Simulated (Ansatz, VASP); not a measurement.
## Two plane-wave programs on AlN

```
Al N
1.0
     0.00000    2.02922    2.02922
     2.02922    0.00000    2.02922
     2.02922    2.02922    0.00000
Al N
1 1
Direct
  0.00000 0.00000 0.00000
  0.50000 0.50000 0.50000
```

Alike in both runs: task single point; functional PBE; k mesh 10 × 10 × 10; no spin polarisation.

|  | VASP | Ansatz |
| --- | --- | --- |
| version | VASP 6.6.1 | Ansatz 0.2.0 |
| potentials or method | VASP PAW PBE potentials, release 64 (Al, N) | scalar-relativistic, plane waves, norm-conserving pseudopotentials |
| plane-wave cutoff (eV) | 600 | 1240 |
| occupations | gaussian, width 0.01 eV | fixed |
| valence electrons in the cell | 8 | 8 |

VASP gave:

* gap on the k mesh at the Fermi level (eV): 4.50
* least direct gap on the mesh (eV): 5.52
* pressure (GPa): 1.9

Task: Which values does Ansatz return?

Result: gap on the k mesh at the Fermi level (eV): 4.50; least direct gap on the mesh (eV): 5.52; pressure (GPa): 2.4.
